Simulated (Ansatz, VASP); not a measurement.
**Ti3Ga: VASP beside Ansatz**

INCAR

```
SYSTEM = Ti3Ga
  ALGO = Normal
  EDIFF = 1E-6
  ENCUT = 520
  GGA = CA
  ISIF = 2
  ISMEAR = 0
  LASPH = .TRUE.
  LCHARG = .TRUE.
  LELF = .TRUE.
  LREAL = .FALSE.
  LVHAR = .TRUE.
  LWAVE = .FALSE.
  NBANDS = 32
  NELM = 80
  PREC = Accurate
  SIGMA = 0.1
```

Contents of KPOINTS:

```
k-points
0
G
  6 6 6
  0 0 0
```

POSCAR

```
Ti3Ga
1.0
    0.0000000000      3.2397798256      3.2397798256
    3.2397798256      0.0000000000      3.2397798256
    3.2397798256      3.2397798256      0.0000000000
Ti Ga
3 1
Direct
    0.7500000000      0.7500000000      0.7500000000
    0.0000000000      0.0000000000      0.0000000000
    0.2500000000      0.2500000000      0.2500000000
    0.5000000000      0.5000000000      0.5000000000
```

Input for Ansatz:

```yaml
crystal:
  lattice:
    - [0.0, 3.239779825595781, 3.239779825595781]
    - [3.239779825595781, 0.0, 3.239779825595781]
    - [3.239779825595781, 3.239779825595781, 0.0]
  atoms:
    - { symbol: Ti, position: [0.75, 0.75, 0.75] }
    - { symbol: Ti, position: [0.0, 0.0, 0.0] }
    - { symbol: Ti, position: [0.25, 0.25, 0.25] }
    - { symbol: Ga, position: [0.5, 0.5, 0.5] }
basis:
  ecutwfc: 500.0
kpoints:
  mp_grid:
    grid: [6, 6, 6]
hamiltonian:
  xc: lda
scf:
  algorithm: direct_min
  mixing:
    algorithm: anderson
  occupations:
    method: gaussian
    width: 0.1
output:
  stress: true
```

Alike in both runs: task single point; functional LDA; k mesh 6 × 6 × 6; occupations gaussian, width 0.1 eV; no spin polarisation.

|  | VASP | Ansatz |
| --- | --- | --- |
| version | VASP 6.6.1 | Ansatz 0.2.0 |
| potentials or method | VASP PAW LDA potentials, release 64 (Ti_sv, Ga_d), cutoff 520 eV | plane waves, PAW |
| valence electrons in the cell | 49 | 49 |

|  | VASP | Ansatz | Ansatz less VASP |
| --- | --- | --- | --- |
| gap on the k mesh at the Fermi level (eV) | none | none | - |
| pressure (GPa) | -12.4 | -12.5 | -0.12 |

LDA's correlation is that of Perdew and Zunger in VASP and of Perdew and Wang (1992) in Ansatz. A gap of «none» marks a metal or a gap that the smearing closes.
